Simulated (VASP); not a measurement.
Crystal: MgCdSe.

```
CELL_PARAMETERS angstrom
4.63292 0.00000 0.00000
-2.31646 4.01223 0.00000
0.00000 0.00000 3.74500
ATOMIC_POSITIONS crystal
Mg 0.00000 0.00000 0.00000
Cd 0.33333 0.66667 0.50000
Se 0.66667 0.33333 0.50000
```

* Program: VASP 6.6.1
* Task: relaxation of cell and atoms
* Functional: PBE
* Potentials or basis: VASP PAW PBE potentials, release 64 (Mg, Cd, Se)
* Cutoff: 600 eV
* k mesh: 12 × 12 × 12
* Occupations: gaussian, width 0.1 eV
* Spin: no spin polarisation

At the start: pressure 2.3 GPa; volume 23.20 Å³/atom.

Question: Where does the relaxation end?

Answer: Over 7 steps the energy falls by 10.3 meV/atom and the volume is 24.00 Å³/atom (+3.4 %); space group P-6m2 (No. 187, to 0.05 Å).

The path:
| step | energy change (eV) | largest force (eV/Å) | pressure (GPa) | volume (Å³) |
| --- | --- | --- | --- | --- |
| 1 | 0.0000 | 0.0000 | 2.32 | 69.61 |
| 2 | -0.0292 | 0.0000 | -0.49 | 73.04 |
| 3 | -0.0302 | 0.0000 | -0.12 | 72.50 |
| 4 | -0.0305 | 0.0000 | -0.07 | 72.34 |
| 5 | -0.0307 | 0.0000 | -0.03 | 72.15 |
| 6 | -0.0306 | 0.0000 | 0.03 | 71.78 |
| 7 | -0.0308 | 0.0000 | 0.01 | 72.00 |

Final structure:
```
CELL_PARAMETERS angstrom
4.73011 0.00000 0.00000
-2.36505 4.09639 0.00000
0.00000 0.00000 3.71594
ATOMIC_POSITIONS crystal
Mg 0.00000 0.00000 0.00000
Cd 0.33333 0.66667 0.50000
Se 0.66667 0.33333 0.50000
```
